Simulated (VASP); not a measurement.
Here is a VASP 6.6.1 calculation.

File INCAR:

```
SYSTEM = TePb
PREC = Accurate ; ENCUT = 520
EDIFF = 1E-7 ; ISMEAR = -1
SIGMA = 0.02 ; LREAL = .FALSE.
LASPH = .TRUE. ; NELM = 80
ALGO = Normal ; ISIF = 2
LWAVE = .FALSE. ; LCHARG = .FALSE.
GGA = PE ; NBANDS = 17
```

File KPOINTS:

```
regular mesh
0
G
  8 8 8
  0 0 0
```

The input POSCAR:

```
TePb
1.0
   -0.1328311875      3.2330407668      3.2330407668
    3.2330407668     -0.1328311875      3.2330407668
    3.2330407668      3.2330407668     -0.1328311875
Pb Te
1 1
Direct
    0.0000000000      0.0000000000      0.0000000000
    0.5000000000      0.5000000000      0.5000000000
```

Potentials or basis: VASP PAW PBE potentials, release 64 (Pb_d, Te).

The run is started by

```bash
$ cat potpaw_PBE.64/Pb_d/POTCAR potpaw_PBE.64/Te/POTCAR > POTCAR
$ mpirun -np 1 vasp_std > vasp.out
```

**Question.** What does it give for the pressure?

**Answer.** -0.5 GPa.

**Question.** Predict the band gap on the k mesh.

**Answer.** 0.49 eV (least direct gap 0.78 eV).

Stress tensor (GPa, compression positive):
```
-0.53  0.53  0.53
 0.53 -0.53  0.53
 0.53  0.53 -0.53
```

Caveat: the cell differs from its parent crystal (epitaxial 111 strain +3.0%); the structure was generated, so it needn't be the stable form of TePb; spin-orbit coupling is left out, which moves the levels of the heavy elements. A k mesh can miss the band edges.
